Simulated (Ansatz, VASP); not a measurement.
**Sn in VASP and in Ansatz**

```
Sn
1.0
    -2.97733    2.97901    1.60309
     2.97901   -2.97733    1.60309
     2.97707    2.97707   -1.60002
Sn
2
Direct
  0.00002 0.99998 0.00000
  0.74998 0.25002 0.50000
```

Alike in both runs: task single point; functional PBE; k mesh 11 × 11 × 8; no spin polarisation.

```csv
,VASP,Ansatz
version,VASP 6.6.1,Ansatz 0.2.0
potentials or method,"VASP PAW PBE potentials, release 64 (Sn_d), cutoff 520 eV","plane waves (420 eV) with PAW, scalar-relativistic"
occupations,"methfessel-paxton of order 1, width 0.01 eV","cold, width 0.01 eV"
valence electrons in the cell,28,28
```

```csv
,VASP,Ansatz,Ansatz less VASP
pressure (GPa),-0.1,0.0,+0.05
"traceless stress, the component that is largest in VASP (GPa)",0.13,0.13,+0.001
```
